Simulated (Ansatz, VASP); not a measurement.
**HF: VASP beside Ansatz**

```
F H
1.0
     6.07679    0.00000    0.00000
     0.00000    6.07679    0.00000
     0.00000    0.00000    6.07679
F H
6 6
Direct
  0.90719 0.19680 0.74161
  0.01254 0.92742 0.00544
  0.78998 0.87905 0.35665
  0.17857 0.32709 0.47889
  0.38930 0.70564 0.06859
  0.50774 0.16290 0.30855
  0.02327 0.24209 0.63634
  0.96906 0.04103 0.89258
  0.86665 0.88927 0.21768
  0.31008 0.25147 0.42386
  0.26468 0.78740 0.02089
  0.60838 0.03982 0.33953
```

Alike in both runs: functional PBE; dispersion D3(BJ); k mesh 1 × 1 × 1; occupations fermi-dirac, width 0.05 eV; no spin polarisation.

Ansatz relaxed the structure, and its values are those at the end. VASP's run is a single point on that final structure, the one shown.

|  | VASP | Ansatz |
| --- | --- | --- |
| version | VASP 6.6.1 | Ansatz 0.2.0 |
| potentials or method | VASP PAW PBE potentials, release 64 (F_h, H_h), cutoff 1010 eV | scalar-relativistic, plane waves, PAW |
| valence electrons in the cell | 48 | 48 |

```csv
,VASP,Ansatz,Ansatz less VASP
rms of the force components (eV/Å),0.107,0.104,-0.0021
```
